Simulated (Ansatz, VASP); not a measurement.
**Mg: VASP beside Ansatz**

```
Mg
1.0
     5.28420    0.00000    0.00000
    -2.64210    4.57626    0.00000
     0.00000    0.00000    3.20524
Mg
3
Cartesian
  2.6421 4.5763 0.0000
  0.0000 3.0508 1.6026
  2.6421 1.5254 1.6026
```

Alike in both runs: task single point; functional revPBE; k mesh 8 × 8 × 11; occupations fermi-dirac, width 0.1 eV; no spin polarisation.

|  | VASP | Ansatz |
| --- | --- | --- |
| version | VASP 6.6.1 | Ansatz 0.2.0 |
| potentials or method | VASP PAW PBE potentials, release 64 (Mg), cutoff 600 eV | plane waves (420 eV) with PAW, scalar-relativistic |
| valence electrons in the cell | 6 | 30 |

Ansatz gave:

* pressure (GPa): -2.2
* traceless stress, the component that is largest in VASP (GPa): 0.27

Q: Which values does VASP return?

A: Pressure (GPa): -2.3; traceless stress, the component that is largest in VASP (GPa): 0.27.

VASP's potentials were made for PBE, not for revPBE. VASP's potentials hold 6 valence electrons a cell and Ansatz's 30, so a difference there can come from the potentials and not from the codes.
